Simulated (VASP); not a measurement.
# CdO2 (Pa-3) in VASP: settings compared, part 2 of 2

VASP 6.6.1.

### 3 Single point, r2SCAN+rVV10

This run uses another cell than the first one, of 12.35 Å³/atom.

POSCAR

```
CdO2
1.0
    5.2917269130      0.0000000000      0.0000000000
    0.0000000000      5.2917269130      0.0000000000
    0.0000000000      0.0000000000      5.2917269130
Cd O
4 8
Direct
    0.5000000000      0.0000000000      0.0000000000
    0.0000000000      0.0000000000      0.5000000000
    0.0000000000      0.5000000000      0.0000000000
    0.5000000000      0.5000000000      0.5000000000
    0.0810480500      0.4189519500      0.5810480500
    0.4189519500      0.5810480500      0.0810480500
    0.5810480500      0.0810480500      0.4189519500
    0.9189519500      0.9189519500      0.9189519500
    0.0810480500      0.0810480500      0.0810480500
    0.4189519500      0.9189519500      0.5810480500
    0.5810480500      0.4189519500      0.9189519500
    0.9189519500      0.5810480500      0.4189519500
```

INCAR.step1

```
PREC     = Accurate       # precision mode
ENCUT    = 660            # plane-wave cutoff, eV
ISMEAR   = -1             # smearing method
SIGMA    = 0.03           # smearing width, eV
LREAL    = False          # projectors in reciprocal space
LASPH    = True           # aspherical terms in the spheres
NELM     = 120            # most SCF steps
NBANDS   = 60             # bands
GGA      = PE             # functional
ALGO     = Normal         # electronic algorithm
EDIFF    = 1E-5           # SCF threshold, eV
LWAVE    = True           # write WAVECAR
LCHARG   = False          # write CHGCAR
GGA_COMPAT= False
```

INCAR.step2

```
PREC     = Accurate       # precision mode
ENCUT    = 660            # plane-wave cutoff, eV
EDIFF    = 1E-6           # SCF threshold, eV
ISMEAR   = -1             # smearing method
SIGMA    = 0.03           # smearing width, eV
LREAL    = False          # projectors in reciprocal space
LASPH    = True           # aspherical terms in the spheres
NELM     = 120            # most SCF steps
ALGO     = Normal         # electronic algorithm
ISIF     = 2              # what is computed and relaxed
LWAVE    = False          # write WAVECAR
LCHARG   = False          # write CHGCAR
METAGGA  = R2SCAN         # meta-GGA
LMIXTAU  = True         
LUSE_VDW = True         
IVDW_NL  = 2            
BPARAM   = 11.95        
CPARAM   = 0.0093       
NBANDS   = 60             # bands
ISTART   = 1            
GGA_COMPAT= False
```

KPOINTS

```
regular mesh
0
Gamma
  4 4 4
```

Potentials or basis: VASP PAW PBE potentials, release 64 (Cd, O).

Run with:

```
$ cat potpaw_PBE.64/Cd/POTCAR potpaw_PBE.64/O/POTCAR > POTCAR
$ cp INCAR.step1 INCAR
$ mpirun -np 1 vasp_std > vasp.out
$ cp INCAR.step2 INCAR
$ mpirun -np 1 vasp_std > vasp.out
```

OUTCAR:

```text
PREC = Accurate
   ENCUT = 660
   EDIFF = 1E-6
   ISMEAR = -1
   LREAL = False
   LASPH = True
   NELM = 120
   ISIF = 2
   METAGGA = R2SCAN
   IVDW_NL = 2
   BPARAM = 11.95
   ISTART = 1

 ion  position               nearest neighbor table
   1  0.500  0.000  0.000-   6 2.30   7 2.30   8 2.30   9 2.30  10 2.30  11 2.30   2 3.74   3 3.74
                             4 3.74   2 3.74   4 3.74   3 3.74   4 3.74   4 3.74   2 3.74   3 3.74
   2  0.000  0.000  0.500-   5 2.30   7 2.30   8 2.30   9 2.30  10 2.30  12 2.30   1 3.74   3 3.74
                             4 3.74   1 3.74   3 3.74   3 3.74   4 3.74   3 3.74   1 3.74   4 3.74
   3  0.000  0.500  0.000-   5 2.30   6 2.30   8 2.30   9 2.30  11 2.30  12 2.30   1 3.74   2 3.74
                             4 3.74   2 3.74   4 3.74   1 3.74   2 3.74   2 3.74   1 3.74   4 3.74
   4  0.500  0.500  0.500-   5 2.30   6 2.30   7 2.30  10 2.30  11 2.30  12 2.30   1 3.74   2 3.74
                             3 3.74   1 3.74   3 3.74   1 3.74   2 3.74   1 3.74   2 3.74   3 3.74
   5  0.081  0.419  0.581-  12 1.49   3 2.30   4 2.30   2 2.30
   6  0.419  0.581  0.081-  11 1.49   3 2.30   4 2.30   1 2.30
   7  0.581  0.081  0.419-  10 1.49   2 2.30   4 2.30   1 2.30
   8  0.919  0.919  0.919-   9 1.49   2 2.30   3 2.30   1 2.30
   9  0.081  0.081  0.081-   8 1.49   2 2.30   3 2.30   1 2.30
  10  0.419  0.919  0.581-   7 1.49   2 2.30   4 2.30   1 2.30
  11  0.581  0.419  0.919-   6 1.49   3 2.30   4 2.30   1 2.30
  12  0.919  0.581  0.419-   5 1.49   3 2.30   4 2.30   2 2.30

  LATTYP: Found a simple cubic cell.
 ALAT       =     5.2917269130

  Lattice vectors:

 A1 = (   5.2917269130,   0.0000000000,   0.0000000000)
 A2 = (   0.0000000000,   5.2917269130,   0.0000000000)
 A3 = (   0.0000000000,   0.0000000000,   5.2917269130)

Analysis of symmetry for initial positions (statically):
=====================================================================
 Subroutine PRICEL returns:
 Original cell was already a primitive cell.

 Routine SETGRP: Setting up the symmetry group for a
 simple cubic supercell.

 Subroutine GETGRP returns: Found 24 space group operations
[... 160 lines left out ...]
  volume of cell :      148.18
 maximum number of plane-waves:      5832
 NGX is ok and might be reduce to    48
   NGX = 23   NGY = 23   NGZ = 23

 number of electron      96.0000015 magnetization

 Free energy of the ion-electron system (eV)
  ---------------------------------------------------
  ext. energy  EPLUGINS =         0.00000000
  ---------------------------------------------------
  free energy    TOTEN  =      -133.36464853 eV

  energy without entropy =     -133.36464853  energy(sigma->0) =     -133.36464853

 E-fermi :   2.8091     XC(G=0): -11.6844

 val. band max:        2.0862204105   @ k =   0.0000   0.0000   0.0000
 cond. band min:       3.9907174187   @ k =   0.2500   0.0000   0.0000
 fundamental gap:      1.9044970082
 Fermi energy:         2.8091394364

 k-point     1 :       0.0000    0.0000    0.0000
  band No.  band energies     occupation
      1     -20.8740      2.00000
      2     -20.5454      2.00000
      3     -20.5454      2.00000
      4     -20.5454      2.00000
      5     -14.4315      2.00000
      6     -14.4315      2.00000
[... 682 lines left out ...]
     59       8.4674      0.00000
     60       8.4674      0.00000

------------------------ aborting loop because EDIFF is reached ----------------------------------------

  FORCE on cell =-STRESS in cart. coord.  units (eV):
  Direction    XX          YY          ZZ          XY          YZ          ZX
  --------------------------------------------------------------------------------------
  -------------------------------------------------------------------------------------
  Total        1.3555828      1.3555828      1.3555828      0.0000000     -0.0000000     -0.0000000
  in kB       14.6569751     14.6569751     14.6569751      0.0000000     -0.0000000     -0.0000000
  external PRESSURE =      14.6569751 kB  Pullay stress =       0.0000000 kB

 VOLUME and BASIS-vectors are now :
 -----------------------------------------------------------------------------
  energy-cutoff  :      660.00
  volume of cell :      148.18
      direct lattice vectors                 reciprocal lattice vectors
     5.291726913  0.000000000  0.000000000     0.188974226  0.000000000  0.000000000
     0.000000000  5.291726913  0.000000000     0.000000000  0.188974226  0.000000000
     0.000000000  0.000000000  5.291726913     0.000000000  0.000000000  0.188974226

 POSITION                                       TOTAL-FORCE (eV/Angst)
 -----------------------------------------------------------------------------------
      2.64586      0.00000      0.00000         0.000000     -0.000000     -0.000000
      0.00000      0.00000      2.64586         0.000000     -0.000000     -0.000000
      0.00000      2.64586      0.00000         0.000000     -0.000000     -0.000000
      2.64586      2.64586      2.64586         0.000000     -0.000000     -0.000000
      0.42888      2.21698      3.07475         0.102691     -0.102691      0.102691
      2.21698      3.07475      0.42888        -0.102691      0.102691      0.102691
      3.07475      0.42888      2.21698         0.102691      0.102691     -0.102691
      4.86284      4.86284      4.86284        -0.102691     -0.102691     -0.102691
      0.42888      0.42888      0.42888         0.102691      0.102691      0.102691
      2.21698      4.86284      3.07475        -0.102691     -0.102691      0.102691
      3.07475      2.21698      4.86284         0.102691     -0.102691     -0.102691
      4.86284      3.07475      2.21698        -0.102691      0.102691     -0.102691
 -----------------------------------------------------------------------------------
    total drift:                               -0.000000      0.000000      0.000000

  FREE ENERGIE OF THE ION-ELECTRON SYSTEM (eV)
  ---------------------------------------------------
  free  energy   TOTEN  =      -133.3646485265 eV

  energy  without entropy=     -133.3646485265  energy(sigma->0) =     -133.36464853
```

OSZICAR.step1:

```text
N       E                     dE             d eps       ncg     rms          rms(c)
DAV:   1     0.995114080895E+03    0.99511E+03   -0.59842E+04  1320   0.196E+03
DAV:   2     0.282574549028E+02   -0.96686E+03   -0.91228E+03  1412   0.476E+02
DAV:   3    -0.539199910877E+02   -0.82177E+02   -0.80387E+02  1576   0.145E+02
DAV:   4    -0.553988518641E+02   -0.14789E+01   -0.14707E+01  1460   0.196E+01
DAV:   5    -0.554159116931E+02   -0.17060E-01   -0.17025E-01  1468   0.175E+00    0.242E+01
DAV:   6    -0.490952593848E+02    0.63207E+01   -0.16275E+01  1868   0.343E+01    0.172E+01
DAV:   7    -0.489351945746E+02    0.16006E+00   -0.30158E+00  1388   0.916E+00    0.879E+00
DAV:   8    -0.488577307132E+02    0.77464E-01   -0.39599E-01  1388   0.405E+00    0.106E+00
DAV:   9    -0.488473965965E+02    0.10334E-01   -0.91348E-02  1612   0.228E+00    0.343E-01
DAV:  10    -0.488486555594E+02   -0.12590E-02   -0.98643E-03  1408   0.693E-01    0.203E-01
DAV:  11    -0.488487962269E+02   -0.14067E-03   -0.70241E-04  1472   0.196E-01    0.475E-02
DAV:  12    -0.488489461849E+02   -0.14996E-03   -0.17151E-04  1388   0.737E-02    0.297E-02
DAV:  13    -0.488489571747E+02   -0.10990E-04   -0.15002E-05   912   0.202E-02    0.737E-03
DAV:  14    -0.488489580015E+02   -0.82684E-06   -0.21925E-06   736   0.875E-03
   1 F= -.48848958E+02 E0= -.48848958E+02  d E =-.464711E-10
```

Run time: 9.5 min. Hardware: 1 thread of Oxide Virtual Turin-like, shared host; peak memory 0.77 GiB.

Results:

```
Free energy            : -133.3646 eV
Pressure               : 1.5 GPa
Largest force          : 0.178 eV/Å
Band gap on the k mesh : 1.90 eV (least direct gap 1.97 eV)
```

Forces on the atoms (eV/Å):
```
Cd   0.000  0.000  0.000
Cd   0.000  0.000  0.000
Cd   0.000  0.000  0.000
Cd   0.000  0.000  0.000
O    0.103 -0.103  0.103
O   -0.103  0.103  0.103
O    0.103  0.103 -0.103
O   -0.103 -0.103 -0.103
O    0.103  0.103  0.103
O   -0.103 -0.103  0.103
O    0.103 -0.103 -0.103
O   -0.103  0.103 -0.103
```

Caveat: the PAW data sets were made with another functional, which shifts forces and pressure a little.

### 4 Relaxation of cell and atoms, PBEsol

This run uses another cell than the first one, of 13.16 Å³/atom.

INCAR

```
SYSTEM = CdO2
  PREC = Accurate
  ENCUT = 600
  EDIFF = 1E-7
  ISMEAR = -1
  SIGMA = 0.03
  LREAL = .False.
  LASPH = .True.
  NELM = 120
  ALGO = Normal
  ISIF = 3
  LWAVE = .False.
  LCHARG = .False.
  GGA = PS
  IBRION = 2
  NSW = 100
  EDIFFG = -0.01
  GGA_COMPAT = .False.
  NELMIN = 4
```

KPOINTS

```
Automatic mesh
0
Gamma
  4 4 4
  0 0 0
```

POSCAR

```
CdO2
1.0
    5.4047170000      0.0000000000      0.0000000000
    0.0000000000      5.4047170000      0.0000000000
    0.0000000000      0.0000000000      5.4047170000
Cd O
4 8
Direct
    0.5000000000      0.0000000000      0.0000000000
    0.0000000000      0.0000000000      0.5000000000
    0.0000000000      0.5000000000      0.0000000000
    0.5000000000      0.5000000000      0.5000000000
    0.0803240000      0.4196760000      0.5803240000
    0.4196760000      0.5803240000      0.0803240000
    0.5803240000      0.0803240000      0.4196760000
    0.9196760000      0.9196760000      0.9196760000
    0.0803240000      0.0803240000      0.0803240000
    0.4196760000      0.9196760000      0.5803240000
    0.5803240000      0.4196760000      0.9196760000
    0.9196760000      0.5803240000      0.4196760000
```

Run with:

```
$ cat potpaw_PBE.64/Cd/POTCAR potpaw_PBE.64/O/POTCAR > POTCAR
$ mpirun -np 1 vasp_std > vasp.out
```

It took 7.5 min on 1 thread of Oxide Virtual Turin-like, shared host; peak memory 0.35 GiB.

The run converged. Its results:

| Property | Result |
| --- | --- |
| Free energy | -53.1311 eV |
| Relaxed volume | 12.49 Å³/atom |
| Relaxed cell | a = 5.311 Å, b = 5.311 Å, c = 5.311 Å, α = 90.00°, β = 90.00°, γ = 90.00° |
| Space group after relaxing (to 0.1 Å) | Pa-3 (No. 205) |
| Energy gained by relaxing | 12.7 meV/atom |
| Ionic steps | 5 |
| Pressure after relaxing | 0.0 GPa |
| Largest force after relaxing | 0.004 eV/Å |
| Band gap on the k mesh | 1.29 eV (least direct gap 1.33 eV) |

Forces on the atoms (eV/Å):
```
Cd   0.000  0.000  0.000
Cd   0.000  0.000  0.000
Cd   0.000  0.000  0.000
Cd   0.000  0.000  0.000
O    0.002 -0.002  0.002
O   -0.002  0.002  0.002
O    0.002  0.002 -0.002
O   -0.002 -0.002 -0.002
O    0.002  0.002  0.002
O   -0.002 -0.002  0.002
O    0.002 -0.002 -0.002
O   -0.002  0.002 -0.002
```

Step by step:
```tsv
step	energy change (eV)	largest force (eV/Å)	pressure (GPa)	volume (Å³)
1	0.0000	0.2105	-5.90	157.88
2	-0.0768	0.8323	3.61	147.06
3	-0.1346	0.3891	-0.49	151.17
4	-0.1454	0.2220	0.40	149.02
5	-0.1519	0.0036	0.03	149.84
```

Final structure:
```
Cd O
1.0
     5.31140    0.00000    0.00000
     0.00000    5.31140    0.00000
     0.00000    0.00000    5.31140
Cd O
4 8
Cartesian
  2.6557 0.0000 0.0000
  0.0000 0.0000 2.6557
  0.0000 2.6557 0.0000
  2.6557 2.6557 2.6557
  0.4288 2.2269 3.0845
  2.2269 3.0845 0.4288
  3.0845 0.4288 2.2269
  4.8826 4.8826 4.8826
  0.4288 0.4288 0.4288
  2.2269 4.8826 3.0845
  3.0845 2.2269 4.8826
  4.8826 3.0845 2.2269
```

Levels at points of the mesh, in eV from the valence-band top:
```
           k point  band 46  band 47  band 48  band 49  band 50  band 51
(0.00, 0.00, 0.00)    -0.19     0.00     0.00     1.33     2.97     2.97
(0.50, 0.00, 0.00)    -1.12    -0.18    -0.18     1.84     1.84     3.13
(0.50, 0.50, 0.00)    -1.21    -1.21    -1.21     2.50     2.50     2.50
(0.50, 0.50, 0.50)    -1.70    -1.70    -1.70     3.11     3.11     3.11
```

Caveat: the PAW data sets were made with another functional, which shifts forces and pressure a little. A k mesh can miss the band edges.

### 5 Summary

```tsv
task	level	cell	cutoff (eV)	gap on the mesh (eV)	pressure (GPa)	largest force (eV/Å)
single point	PBEsol	a = 5.299 Å, 12 atoms, atomic positions A	600	1.30	1.1	0.14
single point	r2SCAN+rVV10	a = 5.292 Å, 12 atoms, atomic positions B	660	1.90	1.5	0.18
relaxation of cell and atoms	PBEsol	relaxed from a = 5.405 Å, 12 atoms, atomic positions C	600	1.29	0.0	-
```

Alike in all rows: potentials or basis VASP PAW PBE potentials, release 64 (Cd, O); no spin polarisation; k mesh 4 × 4 × 4; smearing fermi-dirac 0.03 eV.

Caveats: the PAW data sets were made with another functional, which shifts forces and pressure a little.

Total energies depend on the potentials used, so only differences within one code and one set of settings carry meaning.
